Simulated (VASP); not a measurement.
# Y (Im-3m) in VASP: further runs

Y is run at these levels: LDA+U, LDA; tasks: single point, relaxation of cell and atoms.

All numbers are computed with VASP 6.6.1; they aren't measurements. Logs are shortened: lines on timing, memory, paths and dates and some standing lists are left out, and cuts for length are marked.

## Step 1: The cell of the first run

The structure is cubic, space group Im-3m (No. 229). The conventional cell has a = 3.911 Å, b = 3.911 Å, c = 3.911 Å, α = 90.00°, β = 90.00°, γ = 90.00°. Y (site symmetry m-3m) has 14 Y at 3.39 to 3.91 Å within 4.5 Å.

This isn't the form of Y at room conditions, which is hcp.

## Step 2: Single point, LDA+U

The input, INCAR:

```
PREC     = Accurate       # precision mode
ENCUT    = 520            # plane-wave cutoff, eV
EDIFF    = 1E-7           # SCF threshold, eV
ISMEAR   = -1             # smearing method
SIGMA    = 0.05           # smearing width, eV
LREAL    = F              # projectors in reciprocal space
LASPH    = T              # aspherical terms in the spheres
NELM     = 150            # most SCF steps
ALGO     = Normal         # electronic algorithm
ISIF     = 2              # what is computed and relaxed
LWAVE    = F              # write WAVECAR
LCHARG   = T              # write CHGCAR
LMAXMIX  = 4              # l up to which the mixer works
LDAU     = T              # DFT+U
LDAUTYPE = 2            
LDAUL    = 2              # shell
LDAUU    = 2              # U, eV
LDAUJ    = 0            
LDAUPRINT= 1            
GGA      = CA             # functional
LELF     = T              # ELF
LVHAR    = T            
NBANDS   = 12             # bands
```

The input, KPOINTS:

```
regular mesh
0
Gamma
  14 14 14
```

The input, POSCAR:

```
Y
1.0
   -1.9554158721      1.9554158721      1.9554158721
    1.9554158721     -1.9554158721      1.9554158721
    1.9554158721      1.9554158721     -1.9554158721
Y
1
Direct
    0.0000000000      0.0000000000      0.0000000000
```

Potentials or basis: VASP PAW LDA potentials, release 64 (Y_sv).

On the command line:

```bash
$ cat potpaw_LDA.64/Y_sv/POTCAR > POTCAR
$ mpirun -np 1 vasp_std > vasp.out
```

OUTCAR:

```text
PREC = Accurate
   ENCUT = 520
   EDIFF = 1E-7
   ISMEAR = -1
   LREAL = F
   LASPH = T
   NELM = 150
   ISIF = 2
   GGA = CA

 ion  position               nearest neighbor table
   1  0.000  0.000  0.000-

  LATTYP: Found a body centered cubic cell.
 ALAT       =     3.9108317442

  Lattice vectors:

 A1 = (  -1.9554158721,   1.9554158721,   1.9554158721)
 A2 = (   1.9554158721,  -1.9554158721,   1.9554158721)
 A3 = (   1.9554158721,   1.9554158721,  -1.9554158721)

Analysis of symmetry for initial positions (statically):
=====================================================================
 Subroutine PRICEL returns:
 Original cell was already a primitive cell.

 Routine SETGRP: Setting up the symmetry group for a
 body centered cubic supercell.

 Subroutine GETGRP returns: Found 48 space group operations
 (whereof 48 operations were pure point group operations)
 out of a pool of 48 trial point group operations.

The static configuration has the point symmetry O_h .

Analysis of symmetry for dynamics (positions and initial velocities):
=====================================================================
 Subroutine PRICEL returns:
 Original cell was already a primitive cell.

 Routine SETGRP: Setting up the symmetry group for a
 body centered cubic supercell.

 Subroutine GETGRP returns: Found 48 space group operations
 (whereof 48 operations were pure point group operations)
 out of a pool of 48 trial point group operations.

The dynamic configuration has the point symmetry O_h .

 Subroutine INISYM returns: Found 48 space group operations
 (whereof 48 operations are pure point group operations),
 and found     1 'primitive' translations

----------------------------------------------------------------------------------------

                                     Primitive cell

  volume of cell :      29.9073

  direct lattice vectors                    reciprocal lattice vectors
    -1.955415872  1.955415872  1.955415872     0.000000000  0.255700083  0.255700083
     1.955415872 -1.955415872  1.955415872     0.255700083  0.000000000  0.255700083
     1.955415872  1.955415872 -1.955415872     0.255700083  0.255700083  0.000000000

  length of vectors
     3.386879640  3.386879640  3.386879640     0.361614525  0.361614525  0.361614525

  position of ions in fractional coordinates (direct lattice)
     0.000000000  0.000000000  0.000000000

  ion indices of the primitive-cell ions
   primitive index   ion index
                 1           1

----------------------------------------------------------------------------------------

 KPOINTS: regular mesh

Automatic generation of k-mesh.
 Grid dimensions read from file:
 generate k-points for:   14   14   14

 Generating k-lattice:

  Cartesian coordinates                     Fractional coordinates (reciprocal lattice)
     0.000000000  0.018264292  0.018264292     0.071428571  0.000000000  0.000000000
     0.018264292  0.000000000  0.018264292     0.000000000  0.071428571  0.000000000
     0.018264292  0.018264292  0.000000000     0.000000000  0.000000000  0.071428571

  Length of vectors
     0.025829609  0.025829609  0.025829609

  Shift w.r.t. Gamma in fractional coordinates (k-lattice)
     0.000000000  0.000000000  0.000000000

 Subroutine IBZKPT returns following result:
 ===========================================

 Found    104 irreducible k-points:

 Following reciprocal coordinates:
            Coordinates               Weight
  0.000000  0.000000  0.000000      1.000000
  0.071429  0.000000  0.000000     12.000000
  0.142857  0.000000  0.000000     12.000000
  0.214286  0.000000  0.000000     12.000000
  0.285714  0.000000  0.000000     12.000000
  0.357143  0.000000  0.000000     12.000000
[... 16 lines left out ...]
  0.285714  0.285714  0.000000     24.000000
  0.357143  0.285714  0.000000     24.000000
 [... further k-points ...]
   k-points           NKPTS =    104   k-points in BZ     NKDIM =    104   number of bands    NBANDS=     12
   number of dos      NEDOS =    301   number of ions     NIONS =      1
   total plane-waves  NPLWV =  21952
   dimension x,y,z NGX =    28 NGY =   28 NGZ =   28
   dimension x,y,z NGXF=    56 NGYF=   56 NGZF=   56
   ions per type =               1
   NGX,Y,Z   is equivalent  to a cutoff of  13.74, 13.74, 13.74 a.u.
   NGXF,Y,Z  is equivalent  to a cutoff of  27.49, 27.49, 27.49 a.u.
 SYSTEM =  unknown system
   PREC   = accura    normal or accurate (medium, high low for compatibility)
   ISTART =      0    job   : 0-new  1-cont  2-samecut
   ICHARG =      2    charge: 1-file 2-atom 10-const
   ISPIN  =      1    spin polarized calculation?
   LNONCOLLINEAR =      F non collinear calculations
   LSORBIT =      F    spin-orbit coupling
   LASPH  =      T    aspherical Exc in radial PAW
   ENCUT  =  520.0 eV  38.22 Ry    6.18 a.u.   6.30  6.30  6.30*2*pi/ulx,y,z
   NELM   =    150;   NELMIN=  2; NELMDL= -5     # of ELM steps
   EDIFF  = 0.1E-06   stopping-criterion for ELM
   LREAL  =      F    real-space projection
   EDIFFG = 0.1E-05   stopping-criterion for IOM
   NSW    =      0    number of steps for IOM
   IBRION =     -1    ionic relax: 0-MD 1-quasi-New 2-CG
   NFREE  =      0    steps in history (QN), initial steepest desc. (CG)
   ISIF   =      2    stress and relaxation
   ISYM   =      2    0-nonsym 1-usesym 2-fastsym
   POTIM  = 0.5000    time-step for ionic-motion
   TEBEG  =    0.0;   TEEND  =   0.0 temperature during run
   PSTRESS=    0.0 pullay stress
   NELECT =      11.0000    total number of electrons
   NUPDOWN=      -1.0000    fix difference up-down
   EMIN   =  10.00;   EMAX   =-10.00  energy-range for DOS
   EFERMI =   0.00;   METHOD = LEGACY
   ISMEAR =    -1;   SIGMA  =   0.05  broadening in eV -4-tet -1-fermi 0-gaus
   EFERMI_NEDOS =   21; number of points for ismear=-14 and -15
   IALGO  =     38    algorithm
   IMIX   =      4    mixing-type and parameters
     AMIX     =   0.40;   BMIX     =  1.00
     AMIX_MAG =   1.60;   BMIX_MAG =  1.00
  volume/ion in A,a.u.               =      29.91       201.82
  Fermi-wavevector in a.u.,A,eV,Ry     =   1.172951  2.216556 18.719091  1.375814
  Thomas-Fermi vector in A             =   2.309372
   LORBIT       =      0    0 simple, 1 ext, 2 COOP (PROOUT), +10 PAW based schemes
 LDA+U is selected, type is set to LDAUTYPE =  2
   angular momentum for each species LDAUL =     2
   U (eV)           for each species LDAUU =   2.0
   J (eV)           for each species LDAUJ =   0.0
   GGA     = CA    functional components
   LHFCALC =     F    Hartree Fock is set to
   AEXX    =    0.0000 exact exchange contribution
   IVDW    =     0    specifies the selected vdW correction
   LEPSILON=     F    determine dielectric tensor
   LRPA    =     F    only Hartree local field effects (RPA)
 non-spin polarized calculation
  energy-cutoff  :      520.00
  volume of cell :       29.91
 maximum number of plane-waves:       820
 NGX is ok and might be reduce to    28
   NGX = 13   NGY = 13   NGZ = 13

atom =   1  type =  1  l = 2

 onsite density matrix

spin component  1

  0.0723  0.0000 -0.0000  0.0000  0.0000
  0.0000  0.0723  0.0000 -0.0000  0.0000
 -0.0000  0.0000  0.1257  0.0000 -0.0000
  0.0000 -0.0000  0.0000  0.0723 -0.0000
  0.0000  0.0000 -0.0000 -0.0000  0.1257

spin component  2

  0.0723  0.0000 -0.0000  0.0000  0.0000
  0.0000  0.0723  0.0000 -0.0000  0.0000
 -0.0000  0.0000  0.1257  0.0000 -0.0000
  0.0000 -0.0000  0.0000  0.0723 -0.0000
  0.0000  0.0000 -0.0000 -0.0000  0.1257

 occupancies and eigenvectors

  o =  0.0723  v =  1.0000  0.0000  0.0000  0.0000  0.0000  0.0000  0.0000  0.0000  0.0000  0.0000      0.0000  0.0000  0.0000  0.0000  0.0000  0.0000  0.0000  0.0000  0.0000  0.0000
  o =  0.0723  v =  0.0000  0.0000  0.0000  0.0000  0.0000  1.0000  0.0000  0.0000  0.0000  0.0000      0.0000  0.0000  0.0000  0.0000  0.0000  0.0000  0.0000  0.0000  0.0000  0.0000
  o =  0.0723  v =  0.0000  0.8192  0.0000  0.5736  0.0000  0.0000  0.0000  0.0000  0.0000  0.0000      0.0000  0.0000  0.0000  0.0000  0.0000  0.0000  0.0000  0.0000  0.0000  0.0000
  o =  0.0723  v =  0.0000  0.0000  0.0000  0.0000  0.0000  0.0000  0.8192  0.0000  0.5736  0.0000      0.0000  0.0000  0.0000  0.0000  0.0000  0.0000  0.0000  0.0000  0.0000  0.0000
  o =  0.0723  v =  0.0000 -0.5736  0.0000  0.8192  0.0000  0.0000  0.0000  0.0000  0.0000  0.0000      0.0000  0.0000  0.0000  0.0000  0.0000  0.0000  0.0000  0.0000  0.0000  0.0000
  o =  0.0723  v =  0.0000  0.0000  0.0000  0.0000  0.0000  0.0000 -0.5736  0.0000  0.8192  0.0000      0.0000  0.0000  0.0000  0.0000  0.0000  0.0000  0.0000  0.0000  0.0000  0.0000
  o =  0.1257  v =  0.0000  0.0000  0.0000  0.0000  0.0000  0.0000 -0.0000  0.0666  0.0000 -0.9978      0.0000  0.0000  0.0000  0.0000  0.0000  0.0000  0.0000  0.0000  0.0000  0.0000
  o =  0.1257  v =  0.0000 -0.0000  0.0666  0.0000 -0.9978  0.0000  0.0000  0.0000  0.0000  0.0000      0.0000  0.0000  0.0000  0.0000  0.0000  0.0000  0.0000  0.0000  0.0000  0.0000
  o =  0.1257  v =  0.0000  0.0000  0.0000  0.0000  0.0000  0.0000  0.0000 -0.9978  0.0000 -0.0666      0.0000  0.0000  0.0000  0.0000  0.0000  0.0000  0.0000  0.0000  0.0000  0.0000
  o =  0.1257  v =  0.0000  0.0000 -0.9978  0.0000 -0.0666  0.0000  0.0000  0.0000  0.0000  0.0000      0.0000  0.0000  0.0000  0.0000  0.0000  0.0000  0.0000  0.0000  0.0000  0.0000

 number of electron      10.9999999 magnetization

 Free energy of the ion-electron system (eV)
  ---------------------------------------------------
  ext. energy  EPLUGINS =         0.00000000
  ---------------------------------------------------
  free energy    TOTEN  =        -5.93605697 eV

  energy without entropy =       -5.91754448  energy(sigma->0) =       -5.92680073

 E-fermi :   3.7919     XC(G=0): -10.0380

 val. band max:        3.7884358766   @ k =   0.3571   0.2143   0.0000
 cond. band min:       3.7953786434   @ k =   0.2857   0.2857   0.0714
 fundamental gap:      0.0069427668
 Fermi energy:         3.7919339281

 k-point     1 :       0.0000    0.0000    0.0000
  band No.  band energies     occupation
      1     -39.1459      2.00000
      2     -18.8665      2.00000
      3     -18.8665      2.00000
      4     -18.8665      2.00000
      5      -1.5229      2.00000
      6       5.7336      0.00000
      7       5.7336      0.00000
      8       5.7336      0.00000
      9       7.8073      0.00000
     10       7.8073      0.00000
     11      14.0845      0.00000
     12      14.0845      0.00000
[... 331 lines left out ...]
 k-point    24 :       0.3571    0.2857    0.0000
  band No.  band energies     occupation
      1     -39.0315      2.00000
      2     -19.4398      2.00000
      3     -19.3241      2.00000
      4     -18.9592      2.00000
      5       2.9450      2.00000
      6       3.6531      1.88277
      7       3.7217      1.60616
      8       7.9470      0.00000
      9       8.3370      0.00000
     10      10.4626      0.00000
     11      12.1103      0.00000
     12      13.1121      0.00000

 [... further k-points ...]
[... 5 lines left out ...]
  --------------------------------------------------------------------------------------
  -------------------------------------------------------------------------------------
  Total        0.8723348      0.8723348      0.8723348      0.0000000     -0.0000000      0.0000000
  in kB       46.7322182     46.7322182     46.7322182      0.0000000     -0.0000000      0.0000000
  external PRESSURE =      46.7322182 kB  Pullay stress =       0.0000000 kB

 VOLUME and BASIS-vectors are now :
 -----------------------------------------------------------------------------
  energy-cutoff  :      520.00
  volume of cell :       29.91
      direct lattice vectors                 reciprocal lattice vectors
    -1.955415872  1.955415872  1.955415872     0.000000000  0.255700083  0.255700083
     1.955415872 -1.955415872  1.955415872     0.255700083  0.000000000  0.255700083
     1.955415872  1.955415872 -1.955415872     0.255700083  0.255700083  0.000000000

 POSITION                                       TOTAL-FORCE (eV/Angst)
 -----------------------------------------------------------------------------------
      0.00000      0.00000      0.00000        -0.000000      0.000000     -0.000000
 -----------------------------------------------------------------------------------
    total drift:                               -0.000000     -0.000000     -0.000000

  FREE ENERGIE OF THE ION-ELECTRON SYSTEM (eV)
  ---------------------------------------------------
  free  energy   TOTEN  =        -5.9360569734 eV

  energy  without entropy=       -5.9175444787  energy(sigma->0) =       -5.92680073
```

Run time: 16 s. Hardware: 1 thread of Intel Xeon 6975P-C (Granite Rapids), shared host; peak memory 0.18 GiB.

Results:

| Item | Value |
| --- | --- |
| Free energy | -5.9361 eV |
| Pressure | 4.7 GPa |
| Band gap on the k mesh | zero (an odd number of electrons rules out a gap without spin polarisation) |

Eigenvalues of the final occupation matrices:
```csv
site,spin,trace,eigenvalues
site 1 d,1,0.47,0.07 0.07 0.07 0.13 0.13
site 1 d,2,0.47,0.07 0.07 0.07 0.13 0.13
```

Caveat: the cell stands under pressure; U without spin polarisation on a metal has little footing; the U is typed as a test and isn't derived for this compound.

## Step 3: Relaxation of cell and atoms, LDA

The input, INCAR:

```
PREC = Accurate
ENCUT = 600
EDIFF = 1E-7
ISMEAR = -1
SIGMA = 0.05
LREAL = False
LASPH = True
NELM = 100
ALGO = Normal
ISIF = 3
LWAVE = False
LCHARG = False
GGA = CA
IBRION = 2
NSW = 60
EDIFFG = -0.005
```

The input, KPOINTS:

```
Automatic mesh
0
Gamma
  14 14 14
```

The input, POSCAR:

```
Y
1.0
   -1.9567158315      1.9567158315      1.9567158315
    1.9567158315     -1.9567158315      1.9567158315
    1.9567158315      1.9567158315     -1.9567158315
Y
1
Direct
    0.0000000000      0.0000000000      0.0000000000
```

Potentials or basis: VASP PAW LDA potentials, release 64 (Y_sv).

On the command line:

```bash
$ cat potpaw_LDA.64/Y_sv/POTCAR > POTCAR
$ mpirun -np 1 vasp_std > vasp.out
```

It took 29 s on 1 thread of Intel Xeon 6975P-C (Granite Rapids), shared host; peak memory 0.19 GiB.

The run converged. Its results:

```
Free energy                           : -6.8257 eV
Relaxed volume                        : 29.81 Å³/atom
Relaxed cell                          : a = 3.383 Å, b = 3.383 Å, c = 3.383 Å, α = 109.47°, β = 109.47°, γ = 109.47°
Space group after relaxing (to 0.1 Å) : Im-3m (No. 229)
Energy gained by relaxing             : 0.1 meV/atom
Ionic steps                           : 3
Pressure after relaxing               : 0.0 GPa
Band gap on the k mesh                : zero (an odd number of electrons rules out a gap without spin polarisation)
```

The path:
| step | energy change (eV) | largest force (eV/Å) | pressure (GPa) | volume (Å³) |
| --- | --- | --- | --- | --- |
| 1 | 0.0000 | 0.0000 | -0.23 | 29.97 |
| 2 | -0.0001 | 0.0000 | 0.04 | 29.78 |
| 3 | -0.0001 | 0.0000 | 0.00 | 29.81 |

Final structure:
```
Y
1.0
    -1.95333    1.95333    1.95333
     1.95333   -1.95333    1.95333
     1.95333    1.95333   -1.95333
Y
1
Direct
  0.00000 0.00000 0.00000
```

Levels at points of the mesh, in eV from the Fermi level:
```csv
k point,band 2,band 3,band 4,band 5,band 6,band 7,band 8,band 9
"(0.00, 0.00, 0.00)",-22.11,-22.11,-22.11,-4.94,1.70,1.70,1.70,3.87
"(0.50, 0.00, 0.00)",-22.88,-22.36,-22.12,-2.17,0.05,1.15,3.82,4.54
"(0.50, 0.50, 0.50)",-22.64,-22.64,-22.64,-1.71,-1.71,5.81,5.81,5.81
```
